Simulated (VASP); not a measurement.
# Cu12N in VASP: notebook, part 2 of 2

VASP 6.6.1. The steps go on from the part before.

## (3) Single point, PBE

INCAR

```
SYSTEM = Cu12N
PREC     = Accurate       ! precision mode
ENCUT    = 520            ! plane-wave cutoff, eV
EDIFF    = 1E-6           ! SCF threshold, eV
ISMEAR   = 0              ! smearing method
SIGMA    = 0.1            ! smearing width, eV
LREAL    = .False.        ! projectors in reciprocal space
LASPH    = .True.         ! aspherical terms in the spheres
NELM     = 100            ! most SCF steps
ALGO     = Normal         ! electronic algorithm
ISIF     = 2              ! what is computed and relaxed
LWAVE    = .False.        ! write WAVECAR
LCHARG   = .False.        ! write CHGCAR
LDIPOL   = .True.       
IDIPOL   = 3            
DIPOL    = 0.5 0.5 0.323
GGA      = PE             ! functional
NBANDS   = 80             ! bands
```

KPOINTS

```
regular mesh
0
Gamma
  6 6 1
  0 0 0
```

POSCAR

```
Cu12N
1.0
    5.1319544695      0.0000000000      0.0000000000
   -2.5659772347      4.4444029416      0.0000000000
    0.0000000000      0.0000000000     19.6215699228
Cu N
12 1
Direct
    0.3333333333      0.1666666667      0.2038572864
    0.3333333334      0.6666666667      0.2038572864
    0.8333333334      0.1666666667      0.2038572864
    0.8333333333      0.6666666667      0.2038572864
    0.1666666667      0.3333333333      0.3088787979
    0.1666666667      0.8333333333      0.3088787979
    0.6666666667      0.3333333333      0.3088787979
    0.6666666667      0.8333333333      0.3088787979
    0.0000000000      0.0000000000      0.4139103015
    0.0000000000      0.5000000000      0.4139103015
    0.5000000000      0.0000000000      0.4139103015
    0.5000000000      0.5000000000      0.4139103015
    0.0833333334      0.1666666667      0.4908285197
```

Potentials or basis: VASP PAW PBE potentials, release 64 (Cu, N).

Run with:

```
$ cat potpaw_PBE.64/Cu/POTCAR potpaw_PBE.64/N/POTCAR > POTCAR
$ mpirun -np 1 vasp_std > vasp.out
```

OUTCAR:

```text
SYSTEM = Cu12N
   PREC = Accurate
   ENCUT = 520
   EDIFF = 1E-6
   ISMEAR = 0
   LREAL = .False.
   LASPH = .True.
   NELM = 100
   ISIF = 2
   GGA = PE

 ion  position               nearest neighbor table
   1  0.333  0.167  0.204-   5 2.54   6 2.54   7 2.54   3 2.57   2 2.57   4 2.57   4 2.57   2 2.57
                             3 2.57
   2  0.333  0.667  0.204-   6 2.54   8 2.54   5 2.54   4 2.57   1 2.57   3 2.57   3 2.57   1 2.57
                             4 2.57
   3  0.833  0.167  0.204-   7 2.54   5 2.54   8 2.54   1 2.57   4 2.57   2 2.57   2 2.57   4 2.57
                             1 2.57
   4  0.833  0.667  0.204-   8 2.54   7 2.54   6 2.54   2 2.57   3 2.57   1 2.57   1 2.57   3 2.57
                             2 2.57
   5  0.167  0.333  0.309-   1 2.54   3 2.54   2 2.54   9 2.54  12 2.54  10 2.54   6 2.57   6 2.57
                             8 2.57   8 2.57   7 2.57   7 2.57
   6  0.167  0.833  0.309-   2 2.54   1 2.54   4 2.54  10 2.54  11 2.54   9 2.54   5 2.57   5 2.57
                             7 2.57   7 2.57   8 2.57   8 2.57
   7  0.667  0.333  0.309-   3 2.54   4 2.54   1 2.54  11 2.54  10 2.54  12 2.54   8 2.57   8 2.57
                             6 2.57   6 2.57   5 2.57   5 2.57
   8  0.667  0.833  0.309-   4 2.54   2 2.54   3 2.54  12 2.54   9 2.54  11 2.54   7 2.57   7 2.57
                             5 2.57   5 2.57   6 2.57   6 2.57
   9  0.000  0.000  0.414-  13 1.68   5 2.54   8 2.54   6 2.54  10 2.57  10 2.57  12 2.57  12 2.57
                            11 2.57  11 2.57
  10  0.000  0.500  0.414-   6 2.54   7 2.54   5 2.54   9 2.57   9 2.57  11 2.57  11 2.57  12 2.57
                            12 2.57
  11  0.500  0.000  0.414-   7 2.54   6 2.54   8 2.54  12 2.57  12 2.57  10 2.57  10 2.57   9 2.57
                             9 2.57
  12  0.500  0.500  0.414-   8 2.54   5 2.54   7 2.54  11 2.57  11 2.57   9 2.57   9 2.57  10 2.57
                            10 2.57
  13  0.083  0.167  0.491-   9 1.68

  LATTYP: Found a hexagonal cell.
 ALAT       =     5.1319544695
 C/A-ratio  =     3.8234107569

  Lattice vectors:

 A1 = (   5.1319544695,   0.0000000000,   0.0000000000)
 A2 = (  -2.5659772347,   4.4444029416,   0.0000000000)
 A3 = (   0.0000000000,   0.0000000000,  19.6215699228)

Analysis of symmetry for initial positions (statically):
=====================================================================
 Subroutine PRICEL returns:
[... 183 lines left out ...]

  energy without entropy =      -46.19119308  energy(sigma->0) =      -46.21166440

 E-fermi :  -1.1534     XC(G=0):  -5.1624

 val. band max:       -1.1765695604   @ k =   0.5000   0.0000   0.0000
 cond. band min:      -1.1319224939   @ k =   0.3333   0.0000   0.0000
 fundamental gap:      0.0446470665
 Fermi energy:        -1.1534184541

 k-point     1 :       0.0000    0.0000    0.0000
  band No.  band energies     occupation
      1     -14.5147      2.00000
      2      -9.7386      2.00000
      3      -7.6799      2.00000
      4      -6.4273      2.00000
      5      -6.1117      2.00000
      6      -6.0116      2.00000
[... 1068 lines left out ...]
     79       3.6051      0.00000
     80       4.4141      0.00000

------------------------ aborting loop because EDIFF is reached ----------------------------------------

 vacuum level on the upper side and lower side of the slab       (xc-potential included)         0.674        -0.928

  FORCE on cell =-STRESS in cart. coord.  units (eV):
  Direction    XX          YY          ZZ          XY          YZ          ZX
  --------------------------------------------------------------------------------------
  -------------------------------------------------------------------------------------
  Total       -3.9460279     -2.2501393      1.7974314     -0.0000000      2.8666825      0.0000000
  in kB      -14.1267014     -8.0554538      6.4347684     -0.0000000     10.2626661      0.0000000
  external PRESSURE =      -5.2491289 kB  Pullay stress =       0.0000000 kB

 VOLUME and BASIS-vectors are now :
 -----------------------------------------------------------------------------
  energy-cutoff  :      520.00
  volume of cell :      447.54
      direct lattice vectors                 reciprocal lattice vectors
     5.131954470  0.000000000  0.000000000     0.194857535  0.112501051  0.000000000
    -2.565977235  4.444402942  0.000000000     0.000000000  0.225002101  0.000000000
     0.000000000  0.000000000 19.621569923     0.000000000  0.000000000  0.050964322

 POSITION                                       TOTAL-FORCE (eV/Angst)
 -----------------------------------------------------------------------------------
      1.28299      0.74073      4.00000         0.004823     -0.020086     -0.080343
      0.00000      2.96294      4.00000         0.000000      0.027069     -0.086683
      3.84897      0.74073      4.00000        -0.004823     -0.020086     -0.080343
      2.56598      2.96294      4.00000         0.000000      0.030554     -0.124835
      0.00000      1.48147      6.06069         0.000000      0.070704     -0.139077
     -1.28299      3.70367      6.06069        -0.019611     -0.070978      0.023903
      2.56598      1.48147      6.06069         0.000000      0.025192      0.020958
      1.28299      3.70367      6.06069         0.019611     -0.070978      0.023903
      0.00000      0.00000      8.12157        -0.000000     -1.348749     -1.144964
     -1.28299      2.22220      8.12157         0.288921     -0.251883      0.624746
      2.56598      0.00000      8.12157        -0.000000     -0.003214      0.206516
      1.28299      2.22220      8.12157        -0.288921     -0.251883      0.624746
      0.00000      0.74073      9.63083         0.000000      1.884337      0.131472
 -----------------------------------------------------------------------------------
    total drift:                                0.000002      0.000012     -0.006814

  FREE ENERGIE OF THE ION-ELECTRON SYSTEM (eV)
  ---------------------------------------------------
  free  energy   TOTEN  =       -46.2321357216 eV

  energy  without entropy=      -46.1911930818  energy(sigma->0) =      -46.21166440

 vacuum level on the upper side and lower side of the slab         5.139         3.491
```

stdout:

```text
POSCAR found type information on POSCAR CuN
 POSCAR found :  2 types and      13 ions
 scaLAPACK will be used
 LDA part: xc-table for (Slater+PW92), standard interpolation
 POSCAR, INCAR and KPOINTS ok, starting setup
 FFT: planning ... GRIDC
 FFT: planning ... GRID_SOFT
 FFT: planning ... GRID
 WAVECAR not read
 entering main loop
```

It took 49 min on 1 thread of Intel Xeon 8259CL, shared host; peak memory 0.75 GiB.

Results:

```yaml
Free_energy: -46.2321 eV
Largest_force: 1.889 eV/Å
Band_gap_on_the_k_mesh: zero (an odd number of electrons rules out a gap without spin polarisation)
```

Forces on the atoms (eV/Å):
```
Cu   0.005 -0.020 -0.080
Cu   0.000  0.027 -0.087
Cu  -0.005 -0.020 -0.080
Cu   0.000  0.031 -0.125
Cu   0.000  0.071 -0.139
Cu  -0.020 -0.071  0.024
Cu   0.000  0.025  0.021
Cu   0.020 -0.071  0.024
Cu   0.000 -1.349 -1.145
Cu   0.289 -0.252  0.625
Cu   0.000 -0.003  0.207
Cu  -0.289 -0.252  0.625
N    0.000  1.884  0.131
```

The gap in the log of VASP goes by the Fermi energy; the results here count the filled bands.